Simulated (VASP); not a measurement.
# W (Fmmm) in VASP: single point with r2SCAN

Aim: the single point of W with r2SCAN.

All numbers are computed with VASP 6.6.1; they aren't measurements. Logs are shortened: lines on timing, memory, paths and dates and some standing lists are left out, and cuts for length are marked.

### Step 1. The cell of the first run

The structure is orthorhombic, space group Fmmm (No. 69). The conventional cell has a = 3.077 Å, b = 4.384 Å, c = 9.932 Å, α = 90.00°, β = 90.00°, γ = 90.00°. W (site symmetry mm2) has 11 W at 2.64 to 3.20 Å within 3.5 Å.

### Step 2. Single point, r2SCAN

Contents of POSCAR:

```
W
1.0
    1.5385881526     -4.9660156227      0.0000000000
    1.5385881526      4.9660156227      0.0000000000
    0.0000000000      0.0000000000      4.3837029356
W
4
Direct
    0.1327808975      0.8672191025      0.9999928409
    0.6327808975      0.3672191025      0.5000071591
    0.8672191025      0.1327808975      0.0000071591
    0.3672191025      0.6327808975      0.4999928409
```

Contents of INCAR.step1:

```
SYSTEM = W
  PREC = Accurate
  ENCUT = 520
  ISMEAR = 0
  SIGMA = 0.1
  LREAL = .False.
  LASPH = .True.
  NELM = 80
  NBANDS = 36
  GGA = PE
  ALGO = Normal
  EDIFF = 1E-4
  LWAVE = .True.
  LCHARG = .False.
```

Contents of INCAR.step2:

```
SYSTEM = W
  PREC = Accurate
  ENCUT = 520
  EDIFF = 1E-7
  ISMEAR = 0
  SIGMA = 0.1
  LREAL = .False.
  LASPH = .True.
  NELM = 80
  ALGO = Normal
  ISIF = 2
  LWAVE = .False.
  LCHARG = .True.
  METAGGA = R2SCAN
  LMIXTAU = .True.
  LELF = .True.
  LVHAR = .True.
  NBANDS = 36
  ISTART = 1
```

Contents of KPOINTS:

```
regular mesh
0
Gamma
  6 6 4
  0 0 0
```

Potentials or basis: VASP PAW PBE potentials, release 64 (W_sv).

Started as:

```
$ cat potpaw_PBE.64/W_sv/POTCAR > POTCAR
$ cp INCAR.step1 INCAR
$ mpirun -np 1 vasp_std > vasp.out
$ cp INCAR.step2 INCAR
$ mpirun -np 1 vasp_std > vasp.out
```

OUTCAR:

```text
SYSTEM = W
   PREC = Accurate
   ENCUT = 520
   EDIFF = 1E-7
   ISMEAR = 0
   LREAL = .False.
   LASPH = .True.
   NELM = 80
   ISIF = 2
   METAGGA = R2SCAN
   ISTART = 1

 ion  position               nearest neighbor table
   1  0.133  0.867  1.000-   3 2.64   2 2.68   2 2.68   2 2.68   2 2.68   3 2.79   3 2.79   4 3.20
                             4 3.20
   2  0.633  0.367  0.500-   4 2.64   1 2.68   1 2.68   1 2.68   1 2.68   4 2.79   4 2.79   3 3.20
                             3 3.20
   3  0.867  0.133  0.000-   1 2.64   4 2.68   4 2.68   4 2.68   4 2.68   1 2.79   1 2.79   2 3.20
                             2 3.20
   4  0.367  0.633  0.500-   2 2.64   3 2.68   3 2.68   3 2.68   3 2.68   2 2.79   2 2.79   1 3.20
                             1 3.20

  LATTYP: Found a base centered orthorhombic cell.
 ALAT       =     3.0771763052
 B/A-ratio  =     3.2276445222
 C/A-ratio  =     1.4245862118

  Lattice vectors:

 A1 = (   1.5385881526,  -4.9660156227,   0.0000000000)
 A2 = (   1.5385881526,   4.9660156227,   0.0000000000)
 A3 = (   0.0000000000,   0.0000000000,   4.3837029356)

Analysis of symmetry for initial positions (statically):
=====================================================================
 Subroutine PRICEL returns:
 Original cell was already a primitive cell.

 Routine SETGRP: Setting up the symmetry group for a
 base centered orthorhombic supercell.

 Subroutine GETGRP returns: Found  8 space group operations
 (whereof  4 operations were pure point group operations)
 out of a pool of  8 trial point group operations.

The static configuration has the point symmetry C_2h.
 The point group associated with its full space group is D_2h.

Analysis of symmetry for dynamics (positions and initial velocities):
=====================================================================
 Subroutine PRICEL returns:
 Original cell was already a primitive cell.

 Routine SETGRP: Setting up the symmetry group for a
 base centered orthorhombic supercell.

 Subroutine GETGRP returns: Found  8 space group operations
 (whereof  4 operations were pure point group operations)
 out of a pool of  8 trial point group operations.

The dynamic configuration has the point symmetry C_2h.
 The point group associated with its full space group is D_2h.

 Subroutine INISYM returns: Found  8 space group operations
[... 99 lines left out ...]
   ENCUT  =  520.0 eV  38.22 Ry    6.18 a.u.   9.67  9.67  8.15*2*pi/ulx,y,z
   NELM   =     80;   NELMIN=  2; NELMDL=  0     # of ELM steps
   EDIFF  = 0.1E-06   stopping-criterion for ELM
   LREAL  =      F    real-space projection
   EDIFFG = 0.1E-05   stopping-criterion for IOM
   NSW    =      0    number of steps for IOM
   IBRION =     -1    ionic relax: 0-MD 1-quasi-New 2-CG
   NFREE  =      0    steps in history (QN), initial steepest desc. (CG)
   ISIF   =      2    stress and relaxation
   ISYM   =      2    0-nonsym 1-usesym 2-fastsym
   POTIM  = 0.5000    time-step for ionic-motion
   TEBEG  =    0.0;   TEEND  =   0.0 temperature during run
   PSTRESS=    0.0 pullay stress
   NELECT =      56.0000    total number of electrons
   NUPDOWN=      -1.0000    fix difference up-down
   EMIN   =  10.00;   EMAX   =-10.00  energy-range for DOS
   EFERMI =   0.00;   METHOD = LEGACY
   ISMEAR =     0;   SIGMA  =   0.10  broadening in eV -4-tet -1-fermi 0-gaus
   EFERMI_NEDOS =   21; number of points for ismear=-14 and -15
   IALGO  =     38    algorithm
   IMIX   =      4    mixing-type and parameters
     AMIX     =   0.40;   BMIX     =  1.00
     AMIX_MAG =   1.60;   BMIX_MAG =  1.00
  volume/ion in A,a.u.               =      16.75       113.02
  Fermi-wavevector in a.u.,A,eV,Ry     =   1.542187  2.914310 32.359282  2.378340
  Thomas-Fermi vector in A             =   2.648027
   LORBIT       =      0    0 simple, 1 ext, 2 COOP (PROOUT), +10 PAW based schemes
   METAGGA = R2SCAN    functional components
   LHFCALC =     F    Hartree Fock is set to
   AEXX    =    0.0000 exact exchange contribution
   IVDW    =     0    specifies the selected vdW correction
   LEPSILON=     F    determine dielectric tensor
   LRPA    =     F    only Hartree local field effects (RPA)
 non-spin polarized calculation
 Gauss-broadening in eV      SIGMA  =   0.10
  energy-cutoff  :      520.00
  volume of cell :       66.99
 maximum number of plane-waves:      1822
 NGX is ok and might be reduce to    40
   NGX = 19   NGY = 19   NGZ = 17

 number of electron      56.0000003 magnetization

 Free energy of the ion-electron system (eV)
  ---------------------------------------------------
  ext. energy  EPLUGINS =         0.00000000
  ---------------------------------------------------
  free energy    TOTEN  =      -202.19991481 eV

  energy without entropy =     -202.18200057  energy(sigma->0) =     -202.19095769

 E-fermi :  10.3688     XC(G=0): -14.5021

 val. band max:       10.3558356404   @ k =   0.5000   0.1667   0.2500
 cond. band min:      10.3736261319   @ k =   0.3333   0.3333   0.2500
 fundamental gap:      0.0177904915
 Fermi energy:        10.3687574362

 k-point     1 :       0.0000    0.0000    0.0000
  band No.  band energies     occupation
      1     -65.5125      2.00000
      2     -65.3976      2.00000
      3     -65.3273      2.00000
      4     -65.2319      2.00000
      5     -29.8520      2.00000
      6     -29.7189      2.00000
[... 925 lines left out ...]
     35      12.8676      0.00000
     36      14.6193      0.00000

 [... further k-points ...]

------------------------ aborting loop because EDIFF is reached ----------------------------------------

  FORCE on cell =-STRESS in cart. coord.  units (eV):
  Direction    XX          YY          ZZ          XY          YZ          ZX
  --------------------------------------------------------------------------------------
  -------------------------------------------------------------------------------------
  Total        0.5160413      0.5332804      0.5513885      0.0000000      0.0000000      0.0000000
  in kB       12.3422260     12.7545361     13.1876283      0.0000000      0.0000000      0.0000000
  external PRESSURE =      12.7614635 kB  Pullay stress =       0.0000000 kB

 VOLUME and BASIS-vectors are now :
 -----------------------------------------------------------------------------
  energy-cutoff  :      520.00
  volume of cell :       66.99
      direct lattice vectors                 reciprocal lattice vectors
     1.538588153 -4.966015623  0.000000000     0.324973255 -0.100684339  0.000000000
     1.538588153  4.966015623  0.000000000     0.324973255  0.100684339  0.000000000
     0.000000000  0.000000000  4.383702936     0.000000000  0.000000000  0.228117647

 POSITION                                       TOTAL-FORCE (eV/Angst)
 -----------------------------------------------------------------------------------
      1.53859      3.64723      4.38367         0.000000      0.004219      0.000720
      1.53859     -1.31878      2.19188         0.000000      0.004219     -0.000720
      1.53859     -3.64723      0.00003         0.000000     -0.004219     -0.000720
      1.53859      1.31878      2.19182         0.000000     -0.004219      0.000720
 -----------------------------------------------------------------------------------
    total drift:                               -0.000000     -0.000000      0.000000

  FREE ENERGIE OF THE ION-ELECTRON SYSTEM (eV)
  ---------------------------------------------------
  free  energy   TOTEN  =      -202.1999148084 eV

  energy  without entropy=     -202.1820005695  energy(sigma->0) =     -202.19095769
```

OSZICAR.step1:

```text
N       E                     dE             d eps       ncg     rms          rms(c)
DAV:   1     0.724203173163E+03    0.72420E+03   -0.33258E+04  2808   0.183E+03
DAV:   2    -0.130129543627E+02   -0.73722E+03   -0.72217E+03  2976   0.576E+02
DAV:   3    -0.498033939146E+02   -0.36790E+02   -0.35273E+02  3280   0.124E+02
DAV:   4    -0.508720245107E+02   -0.10686E+01   -0.10464E+01  3408   0.189E+01
DAV:   5    -0.508888622270E+02   -0.16838E-01   -0.16813E-01  3260   0.257E+00    0.389E+01
DAV:   6    -0.492372454242E+02    0.16516E+01   -0.25521E+00  3116   0.114E+01    0.160E+01
DAV:   7    -0.488460085232E+02    0.39124E+00   -0.13365E+00  3264   0.775E+00    0.103E+00
DAV:   8    -0.488353988462E+02    0.10610E-01   -0.28512E-02  3296   0.124E+00    0.434E-01
DAV:   9    -0.488338243132E+02    0.15745E-02   -0.24529E-03  3292   0.367E-01    0.143E-01
DAV:  10    -0.488338168216E+02    0.74916E-05   -0.69288E-05  1888   0.718E-02
   1 F= -.48833817E+02 E0= -.48824101E+02  d E =-.194307E-01
```

It took 5.1 min on 1 thread of Intel Xeon Platinum 8375C at 2.90GHz (Ice Lake), shared host; peak memory 0.27 GiB.

Results:

- Free energy: -202.1999 eV
- Pressure: 1.3 GPa
- Largest force: 0.004 eV/Å
- Band gap on the k mesh: zero (bands 28 and 29 overlap by 1.77 eV)

Forces on the atoms (eV/Å):
```
W    0.000  0.004  0.001
W    0.000  0.004 -0.001
W    0.000 -0.004 -0.001
W    0.000 -0.004  0.001
```

Levels at points of the mesh, in eV from the Fermi level:
| k point | band 24 | band 25 | band 26 | band 27 | band 28 | band 29 | band 30 | band 31 | band 32 | band 33 |
| --- | --- | --- | --- | --- | --- | --- | --- | --- | --- | --- |
| (0.00, 0.00, 0.00) | -2.30 | -1.30 | -0.65 | -0.53 | 0.73 | 1.31 | 1.86 | 2.01 | 2.03 | 2.59 |
| (0.50, 0.00, 0.00) | -2.59 | -2.25 | -2.25 | -0.57 | -0.57 | -0.17 | -0.17 | 1.59 | 1.59 | 2.78 |
| (0.50, 0.50, 0.00) | -3.09 | -2.28 | -1.78 | -0.93 | -0.56 | 0.42 | 2.29 | 2.41 | 2.55 | 2.66 |
| (0.00, 0.00, 0.50) | -1.60 | -1.36 | -1.36 | -0.24 | -0.24 | 0.08 | 0.08 | 0.55 | 0.55 | 1.26 |
| (0.50, 0.00, 0.50) | -3.53 | -0.68 | -0.68 | 0.07 | 0.07 | 1.90 | 1.90 | 3.56 | 3.56 | 4.10 |
| (0.50, 0.50, 0.50) | -1.63 | -1.14 | -1.14 | -0.58 | -0.58 | 0.03 | 0.03 | 0.15 | 0.15 | 1.40 |

Caveat: the PAW data sets were made with another functional, which shifts forces and pressure a little; spin-orbit coupling is left out, which moves the levels of the heavy elements.
